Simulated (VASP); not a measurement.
Write the native input for VASP 6.6.1 that does the following.

* Task: single point
* Functional: PBEsol
* Potentials or basis: VASP PAW PBE potentials, release 64 (Ta_pv, N)
* Cutoff: 520 eV
* k mesh: 14 × 14 × 10
* Occupations: gaussian, width 0.15 eV
* Spin: no spin polarisation
* Dipole correction: no
* Further INCAR settings: ALGO = Normal; EDIFF = 1e-06; NBANDS = 24

The structure of TaN lies in POSCAR:

```
TaN
1.0
    0.0000000000     -2.1874436362     -2.1874436362
    0.0000000000      2.1874436362     -2.1874436362
    4.3748872723      0.0000000000      0.0000000000
Ta N
2 2
Direct
    0.5237167902      0.4762832098     -0.0139207852
   -0.0237167902      0.0237167902      0.5139207852
    0.4739421857      0.5260578143      0.4701706600
    0.0260578143     -0.0260578143      0.0298293400
```

This cell differs from its parent crystal: atoms displaced along several vibrational modes.

One way to write it, as run:

INCAR

```
SYSTEM = TaN
PREC = Accurate ; ENCUT = 520
EDIFF = 1E-6 ; ISMEAR = 0
SIGMA = 0.15 ; LREAL = .FALSE.
LASPH = .TRUE. ; NELM = 60
ALGO = Normal ; ISIF = 2
LWAVE = .FALSE. ; LCHARG = .TRUE.
GGA = PS ; LELF = .TRUE.
LVHAR = .TRUE. ; NBANDS = 24
```

KPOINTS

```
Automatic mesh
0
G
  14 14 10
  0 0 0
```

Potentials or basis: VASP PAW PBE potentials, release 64 (Ta_pv, N).

Command:

```bash
$ cat potpaw_PBE.64/Ta_pv/POTCAR potpaw_PBE.64/N/POTCAR > POTCAR
$ mpirun -np 1 vasp_std > vasp.out
```

It gave:

The pressure is 1.4 GPa, the largest force is 1.131 eV/Å and the band gap on the k mesh is zero (bands 16 and 17 overlap by 3.24 eV).

Caveat: the cell differs from its parent crystal (atoms displaced along several vibrational modes); the stress differs along the axes, from -5 to 7 GPa; the PAW data sets were made with another functional, which shifts forces and pressure a little; spin-orbit coupling is left out, which moves the levels of the heavy elements.

It took 9.3 min on 1 thread of Intel Xeon 8259CL, with other jobs on the host, peak memory 0.53 GiB.
